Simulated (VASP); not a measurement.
# BN (F-43m) in VASP: a series of runs

The runs below take BN through single point, relaxation of cell and atoms, with PBE.

Everything below comes from runs of VASP 6.6.1. Logs are shortened: lines on timing, memory, paths and dates and some standing lists are left out, and cuts for length are marked.

## 1. The cell of the first run

The structure is cubic, space group F-43m (No. 216). Conventional cell: a = 3.730 Å, b = 3.730 Å, c = 3.730 Å, α = 90.00°, β = 90.00°, γ = 90.00°. Within 2.1 Å of B (site symmetry -43m) lie 4 N at 1.62 Å. N (site symmetry -43m) has 4 B at 1.62 Å within 2.1 Å.

## 2. Single point, PBE (6.49 Å³/atom)

Contents of INCAR:

```
SYSTEM = BN
ALGO     = Normal         ! electronic algorithm
EDIFF    = 1E-6           ! SCF threshold, eV
ENCUT    = 600            ! plane-wave cutoff, eV
GGA      = PE             ! functional
GGA_COMPAT= .FALSE.      
ISIF     = 2              ! what is computed and relaxed
ISMEAR   = 0              ! smearing method
LASPH    = .TRUE.         ! aspherical terms in the spheres
LCHARG   = .FALSE.        ! write CHGCAR
LREAL    = .FALSE.        ! projectors in reciprocal space
LWAVE    = .FALSE.        ! write WAVECAR
NBANDS   = 11             ! bands
NELM     = 120            ! most SCF steps
PREC     = Accurate       ! precision mode
SIGMA    = 0.02           ! smearing width, eV
```

Contents of KPOINTS:

```
k-points
0
G
  12 12 12
  0 0 0
```

Contents of POSCAR:

```
BN
1.0
    0.0000000000      1.8651654863      1.8651654863
    1.8651654863      0.0000000000      1.8651654863
    1.8651654863      1.8651654863      0.0000000000
B N
1 1
Direct
    0.0000000000      0.0000000000      0.0000000000
    0.2500000000      0.2500000000      0.2500000000
```

Potentials or basis: VASP PAW PBE potentials, release 64 (B, N).

Launch:

```console
$ cat potpaw_PBE.64/B/POTCAR potpaw_PBE.64/N/POTCAR > POTCAR
$ mpirun -np 1 vasp_std > vasp.out
```

OUTCAR:

```text
SYSTEM = BN
   EDIFF = 1E-6
   ENCUT = 600
   GGA = PE
   ISIF = 2
   ISMEAR = 0
   LASPH = .TRUE.
   LREAL = .FALSE.
   NELM = 120
   PREC = Accurate

 ion  position               nearest neighbor table
   1  0.000  0.000  0.000-   2 1.62   2 1.62   2 1.62   2 1.62
   2  0.250  0.250  0.250-   1 1.62   1 1.62   1 1.62   1 1.62

  LATTYP: Found a face centered cubic cell.
 ALAT       =     3.7303309726

  Lattice vectors:

 A1 = (   0.0000000000,   1.8651654863,   1.8651654863)
 A2 = (   1.8651654863,   0.0000000000,   1.8651654863)
 A3 = (   1.8651654863,   1.8651654863,   0.0000000000)

Analysis of symmetry for initial positions (statically):
=====================================================================
 Subroutine PRICEL returns:
 Original cell was already a primitive cell.

 Routine SETGRP: Setting up the symmetry group for a
 face centered cubic supercell.

 Subroutine GETGRP returns: Found 24 space group operations
 (whereof 24 operations were pure point group operations)
 out of a pool of 48 trial point group operations.

The static configuration has the point symmetry T_d .

Analysis of symmetry for dynamics (positions and initial velocities):
=====================================================================
 Subroutine PRICEL returns:
 Original cell was already a primitive cell.

 Routine SETGRP: Setting up the symmetry group for a
 face centered cubic supercell.

 Subroutine GETGRP returns: Found 24 space group operations
 (whereof 24 operations were pure point group operations)
 out of a pool of 48 trial point group operations.

The dynamic configuration has the point symmetry T_d .

 Subroutine INISYM returns: Found 24 space group operations
 (whereof 24 operations are pure point group operations),
 and found     1 'primitive' translations

----------------------------------------------------------------------------------------

                                     Primitive cell

  volume of cell :      12.9772

  direct lattice vectors                    reciprocal lattice vectors
     0.000000000  1.865165486  1.865165486    -0.268072728  0.268072728  0.268072728
     1.865165486  0.000000000  1.865165486     0.268072728 -0.268072728  0.268072728
     1.865165486  1.865165486  0.000000000     0.268072728  0.268072728 -0.268072728

  length of vectors
     2.637742327  2.637742327  2.637742327     0.464315585  0.464315585  0.464315585

  position of ions in fractional coordinates (direct lattice)
     0.000000000  0.000000000  0.000000000
     0.250000000  0.250000000  0.250000000

  ion indices of the primitive-cell ions
   primitive index   ion index
                 1           1
                 2           2

----------------------------------------------------------------------------------------

 KPOINTS: k-points

Automatic generation of k-mesh.
 Grid dimensions read from file:
 generate k-points for:   12   12   12

 Generating k-lattice:

  Cartesian coordinates                     Fractional coordinates (reciprocal lattice)
    -0.022339394  0.022339394  0.022339394     0.083333333  0.000000000  0.000000000
     0.022339394 -0.022339394  0.022339394     0.000000000  0.083333333  0.000000000
     0.022339394  0.022339394 -0.022339394     0.000000000  0.000000000  0.083333333

  Length of vectors
     0.038692965  0.038692965  0.038692965

  Shift w.r.t. Gamma in fractional coordinates (k-lattice)
     0.000000000  0.000000000  0.000000000

 Subroutine IBZKPT returns following result:
 ===========================================

 Found     72 irreducible k-points:

 Following reciprocal coordinates:
            Coordinates               Weight
  0.000000  0.000000  0.000000      1.000000
  0.083333  0.000000  0.000000      8.000000
  0.166667  0.000000  0.000000      8.000000
  0.250000  0.000000  0.000000      8.000000
  0.333333  0.000000  0.000000      8.000000
  0.416667  0.000000  0.000000      8.000000
[... 16 lines left out ...]
  0.500000  0.166667  0.000000     24.000000
 -0.416667  0.166667  0.000000     24.000000
 [... further k-points ...]
   k-points           NKPTS =     72   k-points in BZ     NKDIM =     72   number of bands    NBANDS=     11
   number of dos      NEDOS =    301   number of ions     NIONS =      2
   total plane-waves  NPLWV =  13824
   dimension x,y,z NGX =    24 NGY =   24 NGZ =   24
   dimension x,y,z NGXF=    48 NGYF=   48 NGZF=   48
   ions per type =               1   1
   NGX,Y,Z   is equivalent  to a cutoff of  15.13, 15.13, 15.13 a.u.
   NGXF,Y,Z  is equivalent  to a cutoff of  30.25, 30.25, 30.25 a.u.
 SYSTEM =  BN
   PREC   = accura    normal or accurate (medium, high low for compatibility)
   ISTART =      0    job   : 0-new  1-cont  2-samecut
   ICHARG =      2    charge: 1-file 2-atom 10-const
   ISPIN  =      1    spin polarized calculation?
   LNONCOLLINEAR =      F non collinear calculations
   LSORBIT =      F    spin-orbit coupling
   LASPH  =      T    aspherical Exc in radial PAW
   ENCUT  =  600.0 eV  44.10 Ry    6.64 a.u.   5.27  5.27  5.27*2*pi/ulx,y,z
   NELM   =    120;   NELMIN=  2; NELMDL= -5     # of ELM steps
   EDIFF  = 0.1E-05   stopping-criterion for ELM
   LREAL  =      F    real-space projection
[... 7 lines left out ...]
   TEBEG  =    0.0;   TEEND  =   0.0 temperature during run
   PSTRESS=    0.0 pullay stress
   NELECT =       8.0000    total number of electrons
   NUPDOWN=      -1.0000    fix difference up-down
   EMIN   =  10.00;   EMAX   =-10.00  energy-range for DOS
   EFERMI =   0.00;   METHOD = LEGACY
   ISMEAR =     0;   SIGMA  =   0.02  broadening in eV -4-tet -1-fermi 0-gaus
   EFERMI_NEDOS =   21; number of points for ismear=-14 and -15
   IALGO  =     38    algorithm
   IMIX   =      4    mixing-type and parameters
     AMIX     =   0.40;   BMIX     =  1.00
     AMIX_MAG =   1.60;   BMIX_MAG =  1.00
  volume/ion in A,a.u.               =       6.49        43.79
  Fermi-wavevector in a.u.,A,eV,Ry     =   1.393298  2.632952 26.412722  1.941280
  Thomas-Fermi vector in A             =   2.516958
   LORBIT       =      0    0 simple, 1 ext, 2 COOP (PROOUT), +10 PAW based schemes
   GGA     = PE    functional components
   LHFCALC =     F    Hartree Fock is set to
   AEXX    =    0.0000 exact exchange contribution
   IVDW    =     0    specifies the selected vdW correction
   LEPSILON=     F    determine dielectric tensor
   LRPA    =     F    only Hartree local field effects (RPA)
 non-spin polarized calculation
 Gauss-broadening in eV      SIGMA  =   0.02
  energy-cutoff  :      600.00
  volume of cell :       12.98
 maximum number of plane-waves:       448
 NGX is ok and might be reduce to    24
   NGX = 11   NGY = 11   NGZ = 11

 number of electron       7.9999999 magnetization

 Free energy of the ion-electron system (eV)
  ---------------------------------------------------
  ext. energy  EPLUGINS =         0.00000000
  ---------------------------------------------------
  free energy    TOTEN  =       -17.35896709 eV

  energy without entropy =      -17.35896709  energy(sigma->0) =      -17.35896709

 E-fermi :   6.3838     XC(G=0): -12.3628

 val. band max:        6.2860979173   @ k =   0.0000   0.0000   0.0000
 cond. band min:      10.6387831170   @ k =   0.5000   0.5000   0.0000
 fundamental gap:      4.3526851997
 Fermi energy:         6.3837706126

 k-point     1 :       0.0000    0.0000    0.0000
  band No.  band energies     occupation
      1     -12.9135      2.00000
      2       6.2861      2.00000
      3       6.2861      2.00000
      4       6.2861      2.00000
      5      14.6584      0.00000
      6      14.6584      0.00000
      7      14.6584      0.00000
      8      15.1458      0.00000
      9      29.3156      0.00000
     10      32.9314      0.00000
     11      32.9314      0.00000

 k-point     2 :       0.0833    0.0000    0.0000
  band No.  band energies     occupation
      1     -12.7574      2.00000
      2       5.4250      2.00000
      3       6.1232      2.00000
      4       6.1232      2.00000
      5      14.6782      0.00000
      6      14.9048      0.00000
      7      14.9048      0.00000
      8      15.8458      0.00000
      9      29.2774      0.00000
     10      30.8814      0.00000
     11      30.8814      0.00000

 k-point     3 :       0.1667    0.0000    0.0000
  band No.  band energies     occupation
      1     -12.2958      2.00000
      2       3.4573      2.00000
      3       5.7250      2.00000
      4       5.7250      2.00000
      5      14.7905      0.00000
      6      15.4832      0.00000
      7      15.4832      0.00000
      8      17.2634      0.00000
      9      29.0194      0.00000
     10      29.4265      0.00000
     11      29.4265      0.00000

 k-point     4 :       0.2500    0.0000    0.0000
  band No.  band energies     occupation
      1     -11.5539      2.00000
      2       1.1624      2.00000
      3       5.2620      2.00000
      4       5.2620      2.00000
      5      14.9484      0.00000
      6      16.0529      0.00000
      7      16.0529      0.00000
      8      18.6565      0.00000
      9      28.5646      0.00000
     10      29.0141      0.00000
     11      29.0141      0.00000

 k-point     5 :       0.3333    0.0000    0.0000
  band No.  band energies     occupation
      1     -10.5988      2.00000
      2      -1.0419      2.00000
      3       4.8650      2.00000
      4       4.8650      2.00000
      5      15.0978      0.00000
      6      16.3729      0.00000
      7      16.3729      0.00000
      8      19.7199      0.00000
      9      28.2872      0.00000
     10      29.6743      0.00000
     11      29.6743      0.00000
[... 211 lines left out ...]
 k-point    21 :       0.3333    0.1667    0.0000
  band No.  band energies     occupation
      1     -10.7457      2.00000
      2       0.5817      2.00000
      3       3.7773      2.00000
      4       3.9669      2.00000
      5      13.9138      0.00000
      6      17.3818      0.00000
      7      18.2653      0.00000
      8      18.3442      0.00000
      9      24.7623      0.00000
     10      30.9765      0.00000
     11      33.1853      0.00000

 k-point    22 :       0.4167    0.1667    0.0000
  band No.  band energies     occupation
      1      -9.7913      2.00000
      2      -1.3240      2.00000
      3       3.3684      2.00000
      4       3.6058      2.00000
      5      14.3108      0.00000
      6      17.5827      0.00000
      7      18.3776      0.00000
      8      19.1281      0.00000
      9      25.5808      0.00000
     10      30.7710      0.00000
     11      33.3176      0.00000

 k-point    23 :       0.5000    0.1667    0.0000
  band No.  band energies     occupation
      1      -8.9541      2.00000
      2      -2.7061      2.00000
      3       2.8313      2.00000
      4       3.6684      2.00000
      5      14.6649      0.00000
      6      17.5108      0.00000
      7      18.1815      0.00000
      8      20.2679      0.00000
      9      25.9443      0.00000
     10      30.8974      0.00000
     11      32.5273      0.00000

 k-point    24 :      -0.4167    0.1667    0.0000
  band No.  band energies     occupation
      1      -8.8003      2.00000
      2      -2.9361      2.00000
      3       2.4666      2.00000
      4       3.9523      2.00000
      5      15.0881      0.00000
      6      17.3701      0.00000
      7      17.8250      0.00000
      8      20.7782      0.00000
      9      26.2221      0.00000
     10      30.5014      0.00000
     11      31.1491      0.00000

 [... further k-points ...]

------------------------ aborting loop because EDIFF is reached ----------------------------------------

  FORCE on cell =-STRESS in cart. coord.  units (eV):
  Direction    XX          YY          ZZ          XY          YZ          ZX
  --------------------------------------------------------------------------------------
  -------------------------------------------------------------------------------------
  Total       -2.2283929     -2.2283929     -2.2283929     -0.0000000     -0.0000000      0.0000000
  in kB     -275.1187801   -275.1187801   -275.1187801     -0.0000000     -0.0000000      0.0000000
  external PRESSURE =    -275.1187801 kB  Pullay stress =       0.0000000 kB

 VOLUME and BASIS-vectors are now :
 -----------------------------------------------------------------------------
  energy-cutoff  :      600.00
  volume of cell :       12.98
      direct lattice vectors                 reciprocal lattice vectors
     0.000000000  1.865165486  1.865165486    -0.268072728  0.268072728  0.268072728
     1.865165486  0.000000000  1.865165486     0.268072728 -0.268072728  0.268072728
     1.865165486  1.865165486  0.000000000     0.268072728  0.268072728 -0.268072728

 POSITION                                       TOTAL-FORCE (eV/Angst)
 -----------------------------------------------------------------------------------
      0.00000      0.00000      0.00000        -0.000000      0.000000      0.000000
      0.93258      0.93258      0.93258         0.000000     -0.000000     -0.000000
 -----------------------------------------------------------------------------------
    total drift:                                0.000000      0.000000      0.000000

  FREE ENERGIE OF THE ION-ELECTRON SYSTEM (eV)
  ---------------------------------------------------
  free  energy   TOTEN  =       -17.3589670934 eV

  energy  without entropy=      -17.3589670934  energy(sigma->0) =      -17.35896709
```

Run time: 17 s. Hardware: 1 thread of Intel Xeon 8259CL, shared host; peak memory 0.14 GiB.

Results:

* Free energy: -17.3590 eV
* Pressure: -27.5 GPa
* Band gap on the k mesh: 4.35 eV (least direct gap 8.37 eV)

Levels at points of the mesh, in eV from the valence-band top:
| k point | band 1 | band 2 | band 3 | band 4 | band 5 | band 6 | band 7 | band 8 | band 9 |
| --- | --- | --- | --- | --- | --- | --- | --- | --- | --- |
| (0.00, 0.00, 0.00) | -19.20 | 0.00 | 0.00 | 0.00 | 8.37 | 8.37 | 8.37 | 8.86 | 23.03 |
| (0.50, 0.00, 0.00) | -15.42 | -9.86 | -1.77 | -1.77 | 8.95 | 10.18 | 10.18 | 14.29 | 22.18 |
| (0.50, 0.50, 0.00) | -14.18 | -8.33 | -4.46 | -4.46 | 4.35 | 8.69 | 16.51 | 16.51 | 19.26 |

Caveat: the cell stands under tension.

## 3. Relaxation of cell and atoms, PBE

This run uses another cell than the first one, of 5.91 Å³/atom.

Contents of INCAR:

```
PREC = Accurate
ENCUT = 600
EDIFF = 1E-7
ISMEAR = 0
SIGMA = 0.02
LREAL = F
LASPH = T
NELM = 120
ALGO = Normal
ISIF = 3
LWAVE = F
LCHARG = F
GGA = PE
IBRION = 2
NSW = 100
EDIFFG = -0.002
GGA_COMPAT = F
NELMIN = 4
```

Contents of KPOINTS:

```
regular mesh
0
Gamma
  12 12 12
```

Contents of POSCAR:

```
BN
1.0
    0.0000000000      1.8075000000      1.8075000000
    1.8075000000      0.0000000000      1.8075000000
    1.8075000000      1.8075000000      0.0000000000
B N
1 1
Direct
    0.0000000000      0.0000000000      0.0000000000
    0.2500000000      0.2500000000      0.2500000000
```

Potentials or basis: VASP PAW PBE potentials, release 64 (B, N).

Launch:

```console
$ cat potpaw_PBE.64/B/POTCAR potpaw_PBE.64/N/POTCAR > POTCAR
$ mpirun -np 1 vasp_std > vasp.out
```

Wall time 16 s (1 thread of Intel Xeon 8259CL, shared host); peak memory 0.12 GiB.

The run converged. Its results:

| Property | Result |
| --- | --- |
| Free energy | -17.4543 eV |
| Relaxed volume | 5.95 Å³/atom |
| Relaxed cell | a = 2.563 Å, b = 2.563 Å, c = 2.563 Å, α = 60.00°, β = 60.00°, γ = 60.00° |
| Space group after relaxing (to 0.1 Å) | F-43m (No. 216) |
| Energy gained by relaxing | 0.4 meV/atom |
| Ionic steps | 3 |
| Pressure after relaxing | 0.0 GPa |
| Band gap on the k mesh | 4.45 eV (least direct gap 8.78 eV) |

Step by step:
| step | energy change (eV) | largest force (eV/Å) | pressure (GPa) | volume (Å³) |
| --- | --- | --- | --- | --- |
| 1 | 0.0000 | 0.0000 | 3.01 | 11.81 |
| 2 | 0.0000 | 0.0000 | -2.96 | 12.00 |
| 3 | -0.0009 | 0.0000 | 0.01 | 11.90 |

Final structure:
```
B N
1.0
     0.00000    1.81229    1.81229
     1.81229    0.00000    1.81229
     1.81229    1.81229    0.00000
B N
1 1
Direct
  0.00000 0.00000 0.00000
  0.25000 0.25000 0.25000
```

Levels at points of the mesh, in eV from the valence-band top:
| k point | band 2 | band 3 | band 4 | band 5 | band 6 | band 7 |
| --- | --- | --- | --- | --- | --- | --- |
| (0.00, 0.00, 0.00) | 0.00 | 0.00 | 0.00 | 8.78 | 8.78 | 8.78 |
| (0.50, 0.00, 0.00) | -10.62 | -1.93 | -1.93 | 10.04 | 10.66 | 10.66 |
| (0.50, 0.50, 0.00) | -8.86 | -4.86 | -4.86 | 4.45 | 9.19 | 17.80 |

A k mesh can miss the band edges. PBE usually gives volumes a little too large and moduli too small.
